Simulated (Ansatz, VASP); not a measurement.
# One calculation of Ta, two programs

INCAR

```
SYSTEM = Ta
PREC = Accurate
ENCUT = 520
EDIFF = 1E-6
ISMEAR = 0
SIGMA = 0.15
LREAL = .False.
LASPH = .True.
NELM = 60
ALGO = Fast
ISIF = 2
LWAVE = .False.
LCHARG = .False.
GGA = PS
NBANDS = 12
```

KPOINTS

```
Automatic mesh
0
Gamma
  22 22 22
  0 0 0
```

POSCAR

```
Ta
1.0
   -1.5232487751      1.5232487751      2.0539486483
    1.5232487751     -1.5232487751      2.0539486483
    1.5232487751      1.5232487751     -2.0539486483
Ta
1
Direct
    0.0000000000      0.0000000000      0.0000000000
```

Input for Ansatz:

```yaml
crystal:
  lattice:
    - [-1.5232487751, 1.5232487751, 2.0539486483]
    - [1.5232487751, -1.5232487751, 2.0539486483]
    - [1.5232487751, 1.5232487751, -2.0539486483]
  atoms:
    - { symbol: Ta, position: [0.0, 0.0, 0.0] }
basis:
  ecutwfc: 420
kpoints:
  mp_grid: { grid: [22, 22, 22] }
hamiltonian:
  xc: pbesol
  pseudopotentials: { kind: paw, azcp: { folder: soft_1 } }
scf:
  occupations: { method: gaussian, width: 0.15 }
output:
  forces: true
  stress: true
  eigenvalues: true
```

Alike in both runs: task single point; functional PBEsol; k mesh 22 × 22 × 22; occupations gaussian, width 0.15 eV; no spin polarisation.

|  | VASP | Ansatz |
| --- | --- | --- |
| version | VASP 6.6.1 | Ansatz 0.2.0 |
| potentials or method | VASP PAW PBE potentials, release 64 (Ta_pv), cutoff 520 eV | scalar-relativistic, plane waves, PAW |
| valence electrons in the cell | 11 | 13 |

VASP gave:

```
gap on the k mesh at the Fermi level (eV)                     : none
pressure (GPa)                                                : -8.8
traceless stress, the component that is largest in VASP (GPa) : -4.52
```

Question: Estimate Ansatz's values.

Answer: gap on the k mesh at the Fermi level (eV): none; pressure (GPa): -8.9; traceless stress, the component that is largest in VASP (GPa): -4.49.

VASP's potentials were made for PBE, not for PBEsol, and Ansatz warns of the same on its side. A gap of «none» marks a metal or a gap that the smearing closes. VASP's potentials hold 11 valence electrons a cell and Ansatz's 13, so a difference there can come from the potentials and not from the codes.

Neither program's run includes spin-orbit coupling.
